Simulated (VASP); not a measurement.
Set up this calculation in VASP 6.6.1, as the native input.

```
Task                   : single point
Functional             : PBE
Potentials or basis    : VASP PAW PBE potentials, release 64 (Sn_d, O)
Cutoff                 : 520 eV
k mesh                 : 6 × 6 × 2
Occupations            : gaussian, width 0.01 eV
Spin                   : no spin polarisation
Dipole correction      : no
Further INCAR settings : ALGO = Normal; EDIFF = 1e-06; NBANDS = 28
```

The structure of SnO lies in POSCAR:

```
SnO
1.0
    3.2981563157      0.0000000000      0.0000000000
   -1.6490781578      2.8562871550      0.0000000000
    0.0000000000      0.0000000000      9.2163706585
Sn O
2 2
Direct
    0.3333333333      0.6666666667     -0.0066374709
    0.6666666667      0.3333333333      0.4933625291
    0.3333333333      0.6666666667      0.3816374709
    0.6666666667      0.3333333333      0.8816374709
```

The input as run:

INCAR

```
SYSTEM = SnO
ALGO = Normal
EDIFF = 1E-6
ENCUT = 520
GGA = PE
ISIF = 2
ISMEAR = 0
LASPH = .True.
LCHARG = .True.
LELF = .True.
LREAL = .False.
LVHAR = .True.
LWAVE = .False.
NBANDS = 28
NELM = 100
PREC = Accurate
SIGMA = 0.01
```

KPOINTS

```
k-points
0
Gamma
  6 6 2
  0 0 0
```

Potentials or basis: VASP PAW PBE potentials, release 64 (Sn_d, O).

Run with:

```bash
$ cat potpaw_PBE.64/Sn_d/POTCAR potpaw_PBE.64/O/POTCAR > POTCAR
$ mpirun -np 1 vasp_std > vasp.out
```

Results of the run:

- Pressure: 3.3 GPa
- Largest force: 0.505 eV/Å
- Band gap on the k mesh: 1.39 eV, indirect (least direct gap 1.66 eV)

Caveat: spin-orbit coupling is left out, which moves the levels of the heavy elements.

Run time: 30 s on 1 thread of Intel(R) Xeon(R) Platinum 8559C (Emerald Rapids), with other jobs on the host, peak memory 0.22 GiB.
